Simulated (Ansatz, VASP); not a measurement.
Hg3P2 in VASP and in Ansatz

```xyz
5
Lattice="8.2163 0.0000 0.0000 -4.1082 7.1156 0.0000 0.0000 0.0000 5.8233" Properties=species:S:1:pos:R:3 pbc="T T T"
Hg    4.1082    0.0000    0.0000
Hg   -2.0541    3.5578    0.0000
Hg    2.0541    3.5578    0.0000
P     0.0000    4.7437    0.0000
P     4.1082    2.3719    0.0000
```

Alike in both runs: functional PBE; k mesh 6 × 6 × 8; occupations gaussian, width 0.01 eV; no spin polarisation.

Ansatz relaxed the structure, and its values are those at the end. VASP's run is a single point on that final structure, the one shown.

|  | VASP | Ansatz |
| --- | --- | --- |
| version | VASP 6.6.1 | Ansatz 0.2.0 |
| potentials or method | VASP PAW PBE potentials, release 64 (Hg, P), cutoff 520 eV | scalar-relativistic, plane waves, PAW |
| valence electrons in the cell | 46 | 70 |

```csv
,VASP,Ansatz,Ansatz less VASP
gap on the k mesh at the Fermi level (eV),none,none,-
pressure (GPa),0.1,0.0,-0.14
```

A gap of «none» marks a metal or a gap that the smearing closes. The functional is the same, so the differences come from potentials, cutoffs and numerics. VASP's potentials hold 46 valence electrons a cell and Ansatz's 70, so a difference there can come from the potentials and not from the codes.

Neither program's run includes spin-orbit coupling.
